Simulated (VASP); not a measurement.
Wanted: the native input for a VASP 6.6.1 run.

```yaml
Task: relaxation of cell and atoms
Functional: LDA
Potentials_or_basis: VASP PAW LDA potentials, release 64 (Hg, Pt)
Cutoff: 600 eV
k_mesh: 5 × 5 × 5
Occupations: methfessel-paxton, width 0.15 eV
Spin: no spin polarisation
Target_pressure: -2 GPa
Dipole_correction: no
Further_INCAR_settings: ALGO = Normal; EDIFF = 1e-07; IBRION = 2; EDIFFG = -0.01; NSW = 80; ISIF = 3
```

The structure of Hg3Pt lies in POSCAR:

```
Hg3Pt
1.0
    4.3442210000      0.0000000000      0.0000000000
    0.0000000000      4.3442210000      0.0000000000
    0.0000000000      0.0000000000      4.3442210000
Hg Pt
3 1
Direct
    0.0000000000      0.5000000000      0.5000000000
    0.5000000000      0.0000000000      0.5000000000
    0.5000000000      0.5000000000      0.0000000000
    0.0000000000      0.0000000000      0.0000000000
```

These files were run (other wordings do the same):

INCAR

```
SYSTEM = Hg3Pt
ALGO = Normal
EDIFF = 1E-7
EDIFFG = -0.01
ENCUT = 600
GGA = CA
IBRION = 2
ISIF = 3
ISMEAR = 1
LASPH = .True.
LCHARG = .False.
LREAL = .False.
LWAVE = .False.
NELM = 80
NSW = 80
PREC = Accurate
PSTRESS = -20.0
SIGMA = 0.15
```

KPOINTS

```
k-points
0
Gamma
  5 5 5
  0 0 0
```

Potentials or basis: VASP PAW LDA potentials, release 64 (Hg, Pt).

Run with:

```bash
$ cat potpaw_LDA.64/Hg/POTCAR potpaw_LDA.64/Pt/POTCAR > POTCAR
$ mpirun -np 1 vasp_std > vasp.out
```

Results of the run:

| Item | Value |
| --- | --- |
| Relaxed volume | 18.84 Å³/atom |
| Relaxed cell | a = 4.224 Å, b = 4.224 Å, c = 4.224 Å, α = 90.00°, β = 90.00°, γ = 90.00° |
| Space group after relaxing (to 0.1 Å) | Pm-3m (No. 221) |
| Energy change on relaxing (the run minimises the enthalpy) | -65.7 meV/atom |
| Ionic steps | 6 |
| Pressure after relaxing | -2.0 GPa |
| Band gap on the k mesh | zero (bands 23 and 24 overlap by 2.42 eV) |

Caveat: the cell is relaxed towards a set pressure, so the run minimises the enthalpy, not the energy; spin-orbit coupling is left out, which moves the levels of the heavy elements.

It took 67 s on 1 thread of Intel(R) Xeon(R) Platinum 8488C (Sapphire Rapids), with other jobs on the host, peak memory 0.2 GiB.
